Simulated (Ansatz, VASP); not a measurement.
Two plane-wave programs on BN

INCAR

```
SYSTEM = BN
  PREC = Accurate
  ENCUT = 520
  EDIFF = 1E-7
  ISMEAR = 0
  SIGMA = 0.05
  LREAL = .FALSE.
  LASPH = .TRUE.
  NELM = 60
  ALGO = Normal
  ISIF = 2
  LWAVE = .FALSE.
  LCHARG = .TRUE.
  GGA = PE
  LELF = .TRUE.
  LVHAR = .TRUE.
  NBANDS = 16
```

File KPOINTS:

```
Automatic mesh
0
G
  6 6 6
  0 0 0
```

The input POSCAR:

```
BN
1.0
    0.0000000000     -1.8123937734     -1.8848895243
   -1.8848895243      0.0000000000     -1.8848895243
    1.8848895243      1.8123937734     -3.7697790487
B N
2 2
Direct
   -0.0063974680      0.0285243107      0.0000000000
    0.5063974680      0.4714756893      0.5000000000
    0.3684530531      0.4041907904      0.8750000000
    0.8815469469      0.8458092096      0.3750000000
```

Input for Ansatz:

```yaml
crystal:
  lattice:
    - [0.0, -1.8123937734, -1.8848895243]
    - [-1.8848895243, 0.0, -1.8848895243]
    - [1.8848895243, 1.8123937734, -3.7697790487]
  atoms:
    - { symbol: B, position: [-0.006397468, 0.0285243107, 0.0] }
    - { symbol: B, position: [0.506397468, 0.4714756893, 0.5] }
    - { symbol: "N", position: [0.3684530531, 0.4041907904, 0.875] }
    - { symbol: "N", position: [0.8815469469, 0.8458092096, 0.375] }
basis:
  ecutwfc: 520.0
kpoints:
  mp_grid: { grid: [6, 6, 6] }
hamiltonian:
  xc: pbe
scf:
  occupations: { method: gaussian, width: 0.05 }
output:
  forces: true
  stress: true
  eigenvalues: true
```

Change from the starting cell: mode 4 frozen in at -0.068 Å, equal normal strain along x and y +0.0400.

Alike in both runs: task single point; functional PBE; k mesh 6 × 6 × 6; occupations gaussian, width 0.05 eV; no spin polarisation.

|  | VASP | Ansatz |
| --- | --- | --- |
| version | VASP 6.6.1 | Ansatz 0.2.0 |
| potentials or method | VASP PAW PBE potentials, release 64 (B, N), cutoff 520 eV | scalar-relativistic, plane waves, PAW |
| valence electrons in the cell | 16 | 16 |

```csv
,VASP,Ansatz,Ansatz less VASP
gap on the k mesh at the Fermi level (eV),3.71,3.72,+0.008
least direct gap on the mesh (eV),5.41,5.42,+0.010
pressure (GPa),-25.3,-25.3,-0.03
"traceless stress, the component that is largest in VASP (GPa)",14.83,14.82,-0.012
rms of the force components (eV/Å),0.429,0.429,0.0000
```

Atom by atom the forces differ by 0.000 eV/Å (rms over components).

The k mesh is coarse, so the values compare programs but aren't converged.
